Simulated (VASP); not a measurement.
Here is a VASP 6.6.1 calculation.

INCAR

```
  ALGO = Normal
  EDIFF = 1E-6
  ENCUT = 520
  GGA = PE
  ISIF = 2
  ISMEAR = 0
  LASPH = T
  LCHARG = F
  LREAL = F
  LWAVE = F
  NBANDS = 28
  NELM = 100
  PREC = Accurate
  SIGMA = 0.05
```

The input KPOINTS:

```
k-points
0
Gamma
  8 8 8
```

The input POSCAR:

```
SrTiO3
1.0
    3.9901850463      0.4797583193      0.4797583193
    0.4797583193      3.9901850463      0.4797583193
    0.4797583193      0.4797583193      3.9901850463
Sr Ti O
1 1 3
Direct
    0.0000000000      0.0000000000      0.0000000000
    0.5000000000      0.5000000000      0.5000000000
    0.0000000000      0.5000000000      0.5000000000
    0.5000000000      0.0000000000      0.5000000000
    0.5000000000      0.5000000000      0.0000000000
```

Potentials or basis: VASP PAW PBE potentials, release 64 (Sr_sv, Ti_sv, O).

Run with:

```sh
$ cat potpaw_PBE.64/Sr_sv/POTCAR potpaw_PBE.64/Ti_sv/POTCAR potpaw_PBE.64/O/POTCAR > POTCAR
$ mpirun -np 1 vasp_std > vasp.out
```

Predict the pressure.

7.0 GPa.

Stress tensor (GPa, compression positive):
```
  6.95 -24.83 -24.83
-24.83   6.95 -24.83
-24.83 -24.83   6.95
```
